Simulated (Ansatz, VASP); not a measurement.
# SiC in VASP and in Ansatz

```
CELL_PARAMETERS angstrom
1.53933 -2.66619 0.00000
1.53933 2.66619 0.00000
0.00000 0.00000 15.10739
ATOMIC_POSITIONS crystal
Si 0.16667 0.83333 0.85771
Si 0.83333 0.16667 0.35771
Si 0.50000 0.50000 0.52449
Si 0.50000 0.50000 0.02449
Si 0.83333 0.16667 0.69122
Si 0.16667 0.83333 0.19122
C 0.50000 0.50000 0.64984
C 0.50000 0.50000 0.14984
C 0.16667 0.83333 0.98268
C 0.83333 0.16667 0.48268
C 0.83333 0.16667 0.81620
C 0.16667 0.83333 0.31620
```

Alike in both runs: functional r2SCAN; k mesh 12 × 12 × 2; occupations gaussian, width 0.02 eV; no spin polarisation.

Ansatz relaxed the structure, and its values are those at the end. VASP's run is a single point on that final structure, the one shown.

```csv
,VASP,Ansatz
version,VASP 6.6.1,Ansatz 0.2.0
potentials or method,"VASP PAW PBE potentials, release 64 (Si, C), cutoff 520 eV","scalar-relativistic, plane waves, PAW"
valence electrons in the cell,48,48
```

Ansatz gave:

| Property | Result |
| --- | --- |
| gap on the k mesh at the Fermi level (eV) | 2.39 |
| least direct gap on the mesh (eV) | 3.54 |
| pressure (GPa) | 0.0 |

What did VASP give for the same quantities?

gap on the k mesh at the Fermi level (eV): 2.40; least direct gap on the mesh (eV): 3.56; pressure (GPa): -0.2.

VASP's potentials were made for PBE, not for r2SCAN. The functional is the same, so the differences come from potentials, cutoffs and numerics. Ansatz's warnings: near symmetry operations not taken.
